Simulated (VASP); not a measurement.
# SnO (P4/nmm) in VASP: further runs, part 2 of 2

VASP 6.6.1. Earlier steps stand in the parts before.

## 5. Single point, LDA

This run uses another cell than the first one, of 14.28 Å³/atom, 1.042 times its volume.

Contents of INCAR:

```
PREC = Accurate ; ENCUT = 520
EDIFF = 1E-6 ; ISMEAR = 0
SIGMA = 0.15 ; LREAL = False
LASPH = True ; NELM = 100
ALGO = Normal ; ISIF = 2
LWAVE = False ; LCHARG = False
NBANDS = 28
```

Contents of KPOINTS:

```
Automatic mesh
0
Gamma
  10 10 8
```

Contents of POSCAR:

```
SnO
1.0
    3.5032000000      0.0000000000      0.0000000000
    0.0000000000      3.5032000000      0.0000000000
    0.0000000000      0.0000000000      4.6553197995
Sn O
2 2
Direct
    0.0000000000      0.5000000000      0.2457459271
    0.5000000000      0.0000000000      0.7542540729
    0.0000000000      0.0000000000      0.0000000000
    0.5000000000      0.5000000000      0.0000000000
```

Potentials or basis: VASP PAW LDA potentials, release 64 (Sn_d, O).

Started as:

```
> cat potpaw_LDA.64/Sn_d/POTCAR potpaw_LDA.64/O/POTCAR > POTCAR
> mpirun -np 1 vasp_std > vasp.out
```

OUTCAR:

```text
PREC = Accurate
   ENCUT = 520
   EDIFF = 1E-6
   ISMEAR = 0
   LREAL = False
   LASPH = True
   NELM = 100
   ISIF = 2

 ion  position               nearest neighbor table
   1  0.000  0.500  0.246-   3 2.09   4 2.09   3 2.09   4 2.09   2 3.37   2 3.37   2 3.37   2 3.37
                             2 3.43   2 3.43   2 3.43   2 3.43
   2  0.500  0.000  0.754-   3 2.09   4 2.09   4 2.09   3 2.09   1 3.37   1 3.37   1 3.37   1 3.37
                             1 3.43   1 3.43   1 3.43   1 3.43
   3  0.000  0.000  0.000-   1 2.09   2 2.09   1 2.09   2 2.09
[... 950 lines left out ...]
  --------------------------------------------------------------------------------------
  -------------------------------------------------------------------------------------
  Total        9.9011766      9.9011766      5.6495798      0.0000000      0.0000000      0.0000000
  in kB      277.6629949    277.6629949    158.4336199      0.0000000      0.0000000      0.0000000
  external PRESSURE =     237.9198699 kB  Pullay stress =       0.0000000 kB

 VOLUME and BASIS-vectors are now :
 -----------------------------------------------------------------------------
  energy-cutoff  :      520.00
  volume of cell :       57.13
      direct lattice vectors                 reciprocal lattice vectors
     3.503200000  0.000000000  0.000000000     0.285453300  0.000000000  0.000000000
     0.000000000  3.503200000  0.000000000     0.000000000  0.285453300  0.000000000
     0.000000000  0.000000000  4.655319799     0.000000000  0.000000000  0.214808014

 POSITION                                       TOTAL-FORCE (eV/Angst)
 -----------------------------------------------------------------------------------
      0.00000      1.75160      1.14403        -0.000000      0.000000      2.498521
      1.75160      0.00000      3.51129        -0.000000      0.000000     -2.498521
      0.00000      0.00000      0.00000        -0.000000     -0.000000      0.000000
      1.75160      1.75160      0.00000         0.000000      0.000000      0.000000
 -----------------------------------------------------------------------------------
    total drift:                                0.000000      0.000000     -0.000000

  FREE ENERGIE OF THE ION-ELECTRON SYSTEM (eV)
  ---------------------------------------------------
  free  energy   TOTEN  =       -25.0357396537 eV

  energy  without entropy=      -25.0315718964  energy(sigma->0) =      -25.03365578
```

OSZICAR:

```text
N       E                     dE             d eps       ncg     rms          rms(c)
DAV:   1     0.423531427704E+03    0.42353E+03   -0.19980E+04  6144   0.237E+03
DAV:   2     0.318230892194E+02   -0.39171E+03   -0.37650E+03  6096   0.557E+02
DAV:   3    -0.260761829063E+02   -0.57899E+02   -0.56887E+02  6624   0.182E+02
DAV:   4    -0.285544920395E+02   -0.24783E+01   -0.24681E+01  6848   0.399E+01
DAV:   5    -0.286125343871E+02   -0.58042E-01   -0.58033E-01  6560   0.647E+00    0.121E+01
DAV:   6    -0.250524284454E+02    0.35601E+01   -0.12794E+01  9484   0.439E+01    0.494E+00
DAV:   7    -0.250875998069E+02   -0.35171E-01   -0.16133E+00  6096   0.797E+00    0.258E+00
DAV:   8    -0.250485027090E+02    0.39097E-01   -0.25101E-01  8948   0.454E+00    0.781E-01
DAV:   9    -0.250353793931E+02    0.13123E-01   -0.49543E-02  8916   0.304E+00    0.178E-01
DAV:  10    -0.250357771222E+02   -0.39773E-03   -0.46420E-03  7788   0.563E-01    0.685E-02
DAV:  11    -0.250357349343E+02    0.42188E-04   -0.40157E-04  9192   0.267E-01    0.258E-02
DAV:  12    -0.250357478694E+02   -0.12935E-04   -0.96751E-05  7772   0.616E-02    0.257E-02
DAV:  13    -0.250357394116E+02    0.84578E-05   -0.38974E-05  7944   0.874E-02    0.229E-03
DAV:  14    -0.250357396537E+02   -0.24207E-06   -0.39344E-06  6096   0.219E-02
   1 F= -.25035740E+02 E0= -.25033656E+02  d E =-.416776E-02
```

Wall time 4.9 min (1 thread of AMD EPYC 7R13, shared host); peak memory 0.22 GiB.

Results:

```
Free energy            : -25.0357 eV
Pressure               : 23.8 GPa
Largest force          : 2.499 eV/Å
Band gap on the k mesh : zero (band 20 reaches 10.56 eV, above the bottom of band 21 at 9.32 eV)
```

Forces in eV/Å, atoms in the order of the input:
```
Sn   0.000  0.000  2.499
Sn   0.000  0.000 -2.499
O    0.000  0.000  0.000
O    0.000  0.000  0.000
```

Stress tensor (GPa, compression positive):
```
27.77  0.00  0.00
 0.00 27.77  0.00
 0.00  0.00 15.84
```

Levels at points of the mesh, in eV from the Fermi level:
```csv
k point,band 17,band 18,band 19,band 20,band 21,band 22,band 23,band 24
"(0.00, 0.00, 0.00)",-4.78,-4.12,-4.12,0.47,3.08,4.07,4.76,4.76
"(0.50, 0.00, 0.00)",-6.28,-6.28,-3.93,-3.93,3.35,3.35,6.47,6.47
"(0.50, 0.50, 0.00)",-3.35,-3.35,-2.36,-2.36,-0.77,-0.77,3.83,3.83
"(0.00, 0.00, 0.50)",-4.14,-4.14,-3.72,-2.59,1.88,2.60,2.60,4.22
"(0.50, 0.00, 0.50)",-6.24,-6.24,-2.58,-2.58,2.57,2.57,5.81,5.81
"(0.50, 0.50, 0.50)",-3.36,-3.36,-3.32,-3.32,1.67,1.67,4.20,4.20
```

Caveat: spin-orbit coupling is left out, which moves the levels of the heavy elements; forces of over 1 eV/Å act on the atoms, so gaps and moduli don't describe the material at rest.

## 6. Single point, LDA

This run uses another cell than the first one, of 14.41 Å³/atom, 1.051 times its volume.

Contents of INCAR:

```
SYSTEM = SnO
PREC = Accurate ; ENCUT = 520
EDIFF = 1E-6 ; ISMEAR = 0
SIGMA = 0.15 ; LREAL = .FALSE.
LASPH = .TRUE. ; NELM = 60
ALGO = Normal ; ISIF = 2
LWAVE = .FALSE. ; LCHARG = .FALSE.
GGA = CA ; NBANDS = 28
```

Contents of KPOINTS:

```
Automatic mesh
0
G
  10 10 8
  0 0 0
```

Contents of POSCAR:

```
SnO
1.0
    3.5911000000      0.0000000000      0.0000000000
    0.0000000000      3.5911000000      0.0000000000
    0.0000000000      0.0000000000      4.4691000000
Sn O
2 2
Direct
    0.0000000000      0.5000000000      0.2457459271
    0.5000000000      0.0000000000      0.7542540729
    0.0000000000      0.0000000000      0.0000000000
    0.5000000000      0.5000000000      0.0000000000
```

Potentials or basis: VASP PAW LDA potentials, release 64 (Sn_d, O).

Started as:

```
> cat potpaw_LDA.64/Sn_d/POTCAR potpaw_LDA.64/O/POTCAR > POTCAR
> mpirun -np 1 vasp_std > vasp.out
```

It took 5 min on 1 thread of AMD EPYC 7R13, shared host; peak memory 0.22 GiB.

Results (log left out):

| Quantity | Value |
| --- | --- |
| Free energy | -25.2328 eV |
| Pressure | 20.4 GPa |
| Largest force | 2.542 eV/Å |
| Band gap on the k mesh | zero (band 20 reaches 10.05 eV, above the bottom of band 21 at 9.24 eV) |

Forces on the atoms (eV/Å):
```
Sn   0.000  0.000  2.542
Sn   0.000  0.000 -2.542
O    0.000  0.000  0.000
O    0.000  0.000  0.000
```

Stress tensor (GPa, compression positive):
```
21.97  0.00  0.00
 0.00 21.97  0.00
 0.00  0.00 17.23
```

Levels at points of the mesh, in eV from the Fermi level:
```
           k point  band 17  band 18  band 19  band 20  band 21  band 22  band 23  band 24
(0.00, 0.00, 0.00)    -4.69    -4.36    -4.36     0.08     2.66     4.54     4.58     4.58
(0.50, 0.00, 0.00)    -6.37    -6.37    -3.70    -3.70     3.63     3.63     6.19     6.19
(0.50, 0.50, 0.00)    -3.58    -3.58    -2.24    -2.24    -0.68    -0.68     4.21     4.21
(0.00, 0.00, 0.50)    -4.38    -4.38    -3.15    -2.33     1.34     2.36     2.36     3.63
(0.50, 0.00, 0.50)    -6.31    -6.31    -2.37    -2.37     2.89     2.89     5.43     5.43
(0.50, 0.50, 0.50)    -3.58    -3.58    -3.40    -3.40     1.89     1.89     4.63     4.63
```

Caveat: spin-orbit coupling is left out, which moves the levels of the heavy elements; forces of over 1 eV/Å act on the atoms, so gaps and moduli don't describe the material at rest.

## 7. Summary

```tsv
cell	gap on the mesh (eV)	pressure (GPa)	largest force (eV/Å)
a = 3.503, b = 3.503, c = 4.469 Å, 4 atoms	none	31.5	3.62
a = 3.591, b = 3.591, c = 4.283 Å, 4 atoms	none	27.9	3.43
a = 3.679, b = 3.679, c = 4.097 Å, 4 atoms	none	24.7	3.12
a = 3.503, b = 3.503, c = 4.655 Å, 4 atoms	none	23.8	2.50
a = 3.591, b = 3.591, c = 4.469 Å, 4 atoms	none	20.4	2.54
```

Alike in all rows: task single point; level LDA; potentials or basis VASP PAW LDA potentials, release 64 (Sn_d, O); no spin polarisation; k mesh 10 × 10 × 8; cutoff (eV) 520; smearing gaussian 0.15 eV.

Caveats: spin-orbit coupling is left out, which moves the levels of the heavy elements; forces of over 1 eV/Å act on the atoms, so gaps and moduli don't describe the material at rest.

Absolute energies hang on the potentials; compare differences alone.
